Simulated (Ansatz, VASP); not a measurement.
One calculation of ZnCl4, two programs

```
Zn Cl
1.0
     4.82138    0.00000    0.00000
    -2.41069    4.17544    0.00000
     0.00000    0.00000    7.79824
Zn Cl
1 4
Direct
  0.00000 0.00000 0.50000
  0.33333 0.66667 0.86645
  0.33333 0.66667 0.13355
  0.66667 0.33333 0.13355
  0.66667 0.33333 0.86645
```

Alike in both runs: task relaxation of cell and atoms; functional PBE; k mesh 6 × 6 × 2; occupations gaussian, width 0.1 eV; no spin polarisation.

```csv
,VASP,Ansatz
version,VASP 6.6.1,Ansatz 0.2.0
potentials or method,"VASP PAW PBE potentials, release 64 (Zn, Cl), cutoff 600 eV","scalar-relativistic, plane waves, PAW"
valence electrons in the cell,40,40
```

```csv
,VASP,Ansatz,Ansatz less VASP
"gap on the k mesh at the Fermi level, each at its own relaxed structure (eV)",1.61,1.01,-0.597
relaxed volume (Å³/atom),60.67,48.87,-11.802
relaxed cell length with the largest relative difference (Å),7.465,6.727,-0.7379
```

One of these differences is far larger than is usual between the two programs; its cause wasn't traced.

Noted on VASP's run: the volume moved by over 15 % at a fixed basis, so the end points are rough.
